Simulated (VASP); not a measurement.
PtS2:

```
CELL_PARAMETERS angstrom
3.61269 0.00000 0.00000
-1.80635 3.12868 0.00000
0.00000 0.00000 5.13763
ATOMIC_POSITIONS crystal
Pt 0.00000 0.00000 0.00000
S 0.66667 0.33333 0.77300
S 0.33333 0.66667 0.22700
```

Program: VASP 6.6.1. Alike in all runs: task single point; no spin polarisation; cell as given; cutoff (eV) 520; smearing fermi-dirac 0.05 eV.

Q: Order these runs on this cell by their pressure, lowest first.
A. level PBEsol; potentials or basis VASP PAW PBE potentials, release 64 (Pt, S); k mesh 9 × 9 × 5
B. level PBE; potentials or basis VASP PAW PBE potentials, release 64 (Pt, S); k mesh 7 × 7 × 5
C. level r2SCAN; potentials or basis VASP PAW PBE potentials, release 64 (Pt, S); k mesh 7 × 7 × 5
D. level LDA; potentials or basis VASP PAW LDA potentials, release 64 (Pt, S); k mesh 9 × 9 × 5

A: D (-4.8 GPa), A (-2.5 GPa), C (0.1 GPa), B (2.1 GPa).

Caveats: the PAW data sets were made with another functional, which shifts forces and pressure a little (some runs).
